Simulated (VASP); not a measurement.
# Ta (I4mm) in VASP: single point with PBEsol

Aim: the single point of Ta with PBEsol.

All numbers are computed with VASP 6.6.1; they aren't measurements. Logs are shortened: lines on timing, memory, paths and dates and some standing lists are left out, and cuts for length are marked.

## (1) The cell of the first run

Symmetry: I4mm, No. 107, tetragonal system. Conventional cell: a = 6.605 Å, b = 6.605 Å, c = 6.605 Å, α = 90.00°, β = 90.00°, γ = 90.00°. Ta (site symmetry 4mm) has 13 Ta at 2.63 to 3.33 Å within 3.5 Å. Ta (site symmetry m) has 14 Ta at 2.63 to 3.30 Å within 3.5 Å. Ta (site symmetry 2mm) has 14 Ta at 2.86 to 3.33 Å within 3.8 Å. Ta (site symmetry 4mm) has 14 Ta at 2.85 to 3.75 Å within 3.8 Å.

## (2) Single point, PBEsol (atom 1 (Ta) moved -0.450 Å along Cartesian [0 0 1])

The input, INCAR:

```
SYSTEM = Ta
ALGO = Fast
EDIFF = 1E-6
ENCUT = 520
GGA = PS
ISIF = 2
ISMEAR = 0
LASPH = .TRUE.
LCHARG = .FALSE.
LREAL = .FALSE.
LWAVE = .FALSE.
NBANDS = 54
NELM = 80
PREC = Accurate
SIGMA = 0.15
```

The input, KPOINTS:

```
k-points
0
G
  10 10 10
  0 0 0
```

The input, POSCAR:

```
Ta
1.0
   -3.3025600000     -3.3025600000      3.3025600000
   -3.3025600000      3.3025600000     -3.3025600000
    3.3025600000     -3.3025600000     -3.3025600000
Ta
8
Direct
    0.5000000000      0.5681289666      0.5681289666
    0.0000000000      0.5000000000      0.5000000000
    0.5000000000      0.0000000000      0.5000000000
    0.0000000000      0.0000000000      0.5000000000
    0.5000000000      0.5000000000      0.0000000000
    0.0000000000      0.5000000000      0.0000000000
    0.5000000000      0.0000000000      0.0000000000
    0.0000000000      0.0000000000      0.0000000000
```

Potentials or basis: VASP PAW PBE potentials, release 64 (Ta_pv).

Run with:

```console
cat potpaw_PBE.64/Ta_pv/POTCAR > POTCAR
mpirun -np 1 vasp_std > vasp.out
```

OUTCAR:

```text
SYSTEM = Ta
   EDIFF = 1E-6
   ENCUT = 520
   GGA = PS
   ISIF = 2
   ISMEAR = 0
   LASPH = .TRUE.
   LREAL = .FALSE.
   NELM = 80
   PREC = Accurate

 ion  position               nearest neighbor table
   1  0.500  0.568  0.568-   3 2.63   5 2.63   8 2.63   2 2.63   7 2.85   5 3.14   3 3.14   2 3.14
                             8 3.14   4 3.33   6 3.33   4 3.33   6 3.33
   2  0.000  0.500  0.500-   1 2.63   4 2.86   6 2.86   7 2.86   6 2.86   4 2.86   7 2.86   1 3.14
                             5 3.30   8 3.30   8 3.30   5 3.30   3 3.30   3 3.30
   3  0.500  0.000  0.500-   1 2.63   4 2.86   6 2.86   7 2.86   7 2.86   4 2.86   6 2.86   1 3.14
                             2 3.30   5 3.30   5 3.30   8 3.30   2 3.30   8 3.30
   4  0.000  0.000  0.500-   2 2.86   3 2.86   5 2.86   8 2.86   8 2.86   2 2.86   3 2.86   5 2.86
                             6 3.30   7 3.30   7 3.30   6 3.30   1 3.33   1 3.33
   5  0.500  0.500  0.000-   1 2.63   4 2.86   6 2.86   7 2.86   7 2.86   6 2.86   4 2.86   1 3.14
                             3 3.30   3 3.30   2 3.30   2 3.30   8 3.30   8 3.30
   6  0.000  0.500  0.000-   2 2.86   3 2.86   5 2.86   8 2.86   2 2.86   8 2.86   5 2.86   3 2.86
                             4 3.30   7 3.30   7 3.30   4 3.30   1 3.33   1 3.33
   7  0.500  0.000  0.000-   1 2.85   2 2.86   3 2.86   5 2.86   8 2.86   3 2.86   5 2.86   8 2.86
                             2 2.86   6 3.30   4 3.30   6 3.30   4 3.30
   8  0.000  0.000  0.000-   1 2.63   6 2.86   7 2.86   4 2.86   6 2.86   4 2.86   7 2.86   1 3.14
                             3 3.30   2 3.30   2 3.30   5 3.30   3 3.30   5 3.30

  LATTYP: Found a body centered cubic cell.
 ALAT       =     6.6051200000

  Lattice vectors:

 A1 = (  -3.3025600000,  -3.3025600000,   3.3025600000)
 A2 = (  -3.3025600000,   3.3025600000,  -3.3025600000)
 A3 = (   3.3025600000,  -3.3025600000,  -3.3025600000)

Analysis of symmetry for initial positions (statically):
=====================================================================
 Subroutine PRICEL returns:
 Original cell was already a primitive cell.

 Routine SETGRP: Setting up the symmetry group for a
 body centered cubic supercell.

 Subroutine GETGRP returns: Found  8 space group operations
 (whereof  2 operations were pure point group operations)
 out of a pool of 48 trial point group operations.

The static configuration has the point symmetry C_1h.
 The point group associated with its full space group is C_4v.

Analysis of symmetry for dynamics (positions and initial velocities):
=====================================================================
 Subroutine PRICEL returns:
 Original cell was already a primitive cell.

 Routine SETGRP: Setting up the symmetry group for a
 body centered cubic supercell.

 Subroutine GETGRP returns: Found  8 space group operations
 (whereof  2 operations were pure point group operations)
 out of a pool of 48 trial point group operations.

The dynamic configuration has the point symmetry C_1h.
 The point group associated with its full space group is C_4v.

 Subroutine INISYM returns: Found  8 space group operations
 (whereof  2 operations are pure point group operations),
 and found     1 'primitive' translations

----------------------------------------------------------------------------------------

                                     Primitive cell

  volume of cell :     144.0828

  direct lattice vectors                    reciprocal lattice vectors
    -3.302560000 -3.302560000  3.302560000    -0.151397704 -0.151397704  0.000000000
    -3.302560000  3.302560000 -3.302560000    -0.151397704  0.000000000 -0.151397704
     3.302560000 -3.302560000 -3.302560000     0.000000000 -0.151397704 -0.151397704

  length of vectors
     5.720201715  5.720201715  5.720201715     0.214108686  0.214108686  0.214108686

  position of ions in fractional coordinates (direct lattice)
     0.500000000  0.568128967  0.568128967
     0.000000000  0.500000000  0.500000000
     0.500000000  0.000000000  0.500000000
     0.000000000  0.000000000  0.500000000
     0.500000000  0.500000000  0.000000000
     0.000000000  0.500000000  0.000000000
     0.500000000  0.000000000  0.000000000
     0.000000000  0.000000000  0.000000000

  ion indices of the primitive-cell ions
   primitive index   ion index
                 1           1
                 2           2
                 3           3
                 4           4
                 5           5
                 6           6
                 7           7
                 8           8

----------------------------------------------------------------------------------------

 KPOINTS: k-points

Automatic generation of k-mesh.
 Grid dimensions read from file:
 generate k-points for:   10   10   10

 Generating k-lattice:

  Cartesian coordinates                     Fractional coordinates (reciprocal lattice)
    -0.015139770 -0.015139770  0.000000000     0.100000000  0.000000000  0.000000000
    -0.015139770  0.000000000 -0.015139770     0.000000000  0.100000000  0.000000000
     0.000000000 -0.015139770 -0.015139770     0.000000000  0.000000000  0.100000000

  Length of vectors
     0.021410869  0.021410869  0.021410869

  Shift w.r.t. Gamma in fractional coordinates (k-lattice)
     0.000000000  0.000000000  0.000000000

 Subroutine IBZKPT returns following result:
 ===========================================

 Found    102 irreducible k-points:

 Following reciprocal coordinates:
            Coordinates               Weight
  0.000000  0.000000  0.000000      1.000000
  0.100000  0.000000  0.000000      4.000000
  0.000000  0.100000  0.000000      8.000000
  0.200000  0.000000  0.000000      4.000000
  0.000000  0.200000  0.000000      8.000000
  0.300000  0.000000  0.000000      4.000000
[... 16 lines left out ...]
  0.200000  0.200000  0.000000     16.000000
  0.000000  0.200000  0.200000      8.000000
 [... further k-points ...]
   k-points           NKPTS =    102   k-points in BZ     NKDIM =    102   number of bands    NBANDS=     54
   number of dos      NEDOS =    301   number of ions     NIONS =      8
   total plane-waves  NPLWV = 110592
   dimension x,y,z NGX =    48 NGY =   48 NGZ =   48
   dimension x,y,z NGXF=    96 NGYF=   96 NGZF=   96
   ions per type =               8
   NGX,Y,Z   is equivalent  to a cutoff of  13.95, 13.95, 13.95 a.u.
   NGXF,Y,Z  is equivalent  to a cutoff of  27.90, 27.90, 27.90 a.u.
 SYSTEM =  Ta
   PREC   = accura    normal or accurate (medium, high low for compatibility)
   ISTART =      0    job   : 0-new  1-cont  2-samecut
   ICHARG =      2    charge: 1-file 2-atom 10-const
   ISPIN  =      1    spin polarized calculation?
   LNONCOLLINEAR =      F non collinear calculations
   LSORBIT =      F    spin-orbit coupling
   LASPH  =      T    aspherical Exc in radial PAW
   ENCUT  =  520.0 eV  38.22 Ry    6.18 a.u.  10.64 10.64 10.64*2*pi/ulx,y,z
   NELM   =     80;   NELMIN=  2; NELMDL= -5     # of ELM steps
   EDIFF  = 0.1E-05   stopping-criterion for ELM
   LREAL  =      F    real-space projection
   EDIFFG = 0.1E-04   stopping-criterion for IOM
   NSW    =      0    number of steps for IOM
   IBRION =     -1    ionic relax: 0-MD 1-quasi-New 2-CG
   NFREE  =      0    steps in history (QN), initial steepest desc. (CG)
   ISIF   =      2    stress and relaxation
   ISYM   =      2    0-nonsym 1-usesym 2-fastsym
   POTIM  = 0.5000    time-step for ionic-motion
   TEBEG  =    0.0;   TEEND  =   0.0 temperature during run
   PSTRESS=    0.0 pullay stress
   NELECT =      88.0000    total number of electrons
   NUPDOWN=      -1.0000    fix difference up-down
   EMIN   =  10.00;   EMAX   =-10.00  energy-range for DOS
   EFERMI =   0.00;   METHOD = LEGACY
   ISMEAR =     0;   SIGMA  =   0.15  broadening in eV -4-tet -1-fermi 0-gaus
   EFERMI_NEDOS =   21; number of points for ismear=-14 and -15
   IALGO  =     68    algorithm
   IMIX   =      4    mixing-type and parameters
     AMIX     =   0.40;   BMIX     =  1.00
     AMIX_MAG =   1.60;   BMIX_MAG =  1.00
  volume/ion in A,a.u.               =      18.01       121.54
  Fermi-wavevector in a.u.,A,eV,Ry     =   1.388988  2.624806 26.249534  1.929286
  Thomas-Fermi vector in A             =   2.513061
   LORBIT       =      0    0 simple, 1 ext, 2 COOP (PROOUT), +10 PAW based schemes
   GGA     = PS    functional components
   LHFCALC =     F    Hartree Fock is set to
   AEXX    =    0.0000 exact exchange contribution
   IVDW    =     0    specifies the selected vdW correction
   LEPSILON=     F    determine dielectric tensor
   LRPA    =     F    only Hartree local field effects (RPA)
 non-spin polarized calculation
 RMM-DIIS sequential band-by-band and
 Gauss-broadening in eV      SIGMA  =   0.15
  energy-cutoff  :      520.00
  volume of cell :      144.08
 maximum number of plane-waves:      3925
 NGX is ok and might be reduce to    48
   NGX = 21   NGY = 21   NGZ = 21

 number of electron      88.0000014 magnetization

 Free energy of the ion-electron system (eV)
  ---------------------------------------------------
  ext. energy  EPLUGINS =         0.00000000
  ---------------------------------------------------
  free energy    TOTEN  =       -99.45744058 eV

  energy without entropy =      -99.35392308  energy(sigma->0) =      -99.40568183

 E-fermi :   5.3989     XC(G=0): -12.7080

 val. band max:        5.3947313759   @ k =   0.4000   0.2000  -0.4000
 cond. band min:       5.3993088754   @ k =   0.2000   0.2000   0.0000
 fundamental gap:      0.0045774995
 Fermi energy:         5.3989495120

 k-point     1 :       0.0000    0.0000    0.0000
  band No.  band energies     occupation
      1     -29.0601      2.00000
      2     -29.0107      2.00000
      3     -29.0107      2.00000
      4     -28.8689      2.00000
      5     -28.8689      2.00000
      6     -28.8279      2.00000
[... 46 lines left out ...]
     53       9.3179      0.00000
     54       9.3499      0.00000
[... 1309 lines left out ...]
     53       8.4952      0.00000
     54       9.0132      0.00000

 [... further k-points ...]

------------------------ aborting loop because EDIFF is reached ----------------------------------------

  FORCE on cell =-STRESS in cart. coord.  units (eV):
  Direction    XX          YY          ZZ          XY          YZ          ZX
  --------------------------------------------------------------------------------------
  -------------------------------------------------------------------------------------
  Total        0.3615436      0.3615436     -1.0082516      0.0000000      0.0000000      0.0000000
  in kB        4.0203065      4.0203065    -11.2115939      0.0000000      0.0000000      0.0000000
  external PRESSURE =      -1.0569936 kB  Pullay stress =       0.0000000 kB

 VOLUME and BASIS-vectors are now :
 -----------------------------------------------------------------------------
  energy-cutoff  :      520.00
  volume of cell :      144.08
      direct lattice vectors                 reciprocal lattice vectors
    -3.302560000 -3.302560000  3.302560000    -0.151397704 -0.151397704  0.000000000
    -3.302560000  3.302560000 -3.302560000    -0.151397704  0.000000000 -0.151397704
     3.302560000 -3.302560000 -3.302560000     0.000000000 -0.151397704 -0.151397704

 POSITION                                       TOTAL-FORCE (eV/Angst)
 -----------------------------------------------------------------------------------
     -1.65128     -1.65128     -2.10128         0.000000     -0.000000      4.245576
      0.00000      0.00000     -3.30256         0.562198      0.562198     -0.764710
      0.00000     -3.30256      0.00000        -0.562198      0.562198     -0.764710
      1.65128     -1.65128     -1.65128         0.000000     -0.000000     -0.538076
     -3.30256      0.00000      0.00000         0.562198     -0.562198     -0.764710
     -1.65128      1.65128     -1.65128         0.000000     -0.000000     -0.538076
     -1.65128     -1.65128      1.65128         0.000000     -0.000000     -0.110586
      0.00000      0.00000      0.00000        -0.562198     -0.562198     -0.764710
 -----------------------------------------------------------------------------------
    total drift:                                0.000000      0.000000      0.000060

  FREE ENERGIE OF THE ION-ELECTRON SYSTEM (eV)
  ---------------------------------------------------
  free  energy   TOTEN  =       -99.4574405849 eV

  energy  without entropy=      -99.3539230845  energy(sigma->0) =      -99.40568183
```

Run time: 14 min. Hardware: 1 thread of Intel Xeon Platinum 8559C (Emerald Rapids), shared host; peak memory 0.68 GiB.

What came out:

| Property | Result |
| --- | --- |
| Free energy | -99.4574 eV |
| Pressure | -0.1 GPa |
| Largest force | 4.246 eV/Å |
| Band gap on the k mesh | zero (bands 44 and 45 overlap by 2.41 eV) |

Forces in eV/Å, atoms in the order of the input:
```
Ta   0.000  0.000  4.246
Ta   0.562  0.562 -0.765
Ta  -0.562  0.562 -0.765
Ta   0.000  0.000 -0.538
Ta   0.562 -0.562 -0.765
Ta   0.000  0.000 -0.538
Ta   0.000  0.000 -0.111
Ta  -0.562 -0.562 -0.765
```

Caveat: the cell differs from its parent crystal (atom 1 (Ta) moved -0.450 Å along Cartesian [0 0 1]); the PAW data sets were made with another functional, which shifts forces and pressure a little; spin-orbit coupling is left out, which moves the levels of the heavy elements.
